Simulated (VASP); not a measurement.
Wanted: the native input for a VASP 6.6.1 run.

| Item | Value |
| --- | --- |
| Task | single point |
| Functional | PBE |
| Potentials or basis | VASP PAW PBE potentials, release 64 (Pb_d, Se) |
| Cutoff | 500 eV |
| k mesh | 6 × 6 × 6 |
| Occupations | gaussian, width 0.1 eV |
| Spin | no spin polarisation |
| Dipole correction | no |
| Further INCAR settings | ALGO = Normal; EDIFF = 1e-06; NBANDS = 17 |

The structure of PbSe lies in POSCAR:

```
PbSe
1.0
    0.0000000000     -3.0621500000     -3.0621500000
    3.0621500000      0.0000000000     -3.0621500000
    3.0621500000     -3.0621500000      0.0000000000
Pb Se
1 1
Direct
    0.0000000000      0.0000000000      0.0000000000
    0.5000000000      0.5000000000      0.5000000000
```

These files were run (other wordings do the same):

INCAR

```
SYSTEM = PbSe
ALGO = Normal ; EDIFF = 1E-6
ENCUT = 500 ; GGA = PE
GGA_COMPAT = .FALSE. ; ISIF = 2
ISMEAR = 0 ; LASPH = .TRUE.
LCHARG = .TRUE. ; LELF = .TRUE.
LREAL = .FALSE. ; LVHAR = .TRUE.
LWAVE = .FALSE. ; NBANDS = 17
NELM = 120 ; PREC = Accurate
SIGMA = 0.1
```

KPOINTS

```
k-points
0
G
  6 6 6
  0 0 0
```

Potentials or basis: VASP PAW PBE potentials, release 64 (Pb_d, Se).

Run with:

```console
$ cat potpaw_PBE.64/Pb_d/POTCAR potpaw_PBE.64/Se/POTCAR > POTCAR
$ mpirun -np 1 vasp_std > vasp.out
```

Results of the run:

```
Pressure               : 2.3 GPa
Band gap on the k mesh : 0.30 eV, direct
```

Caveat: spin-orbit coupling is left out, which moves the levels of the heavy elements.

Wall time 6.2 s on 1 thread of Intel(R) Xeon(R) 6975P-C (Granite Rapids) (shared host), peak memory 0.17 GiB.
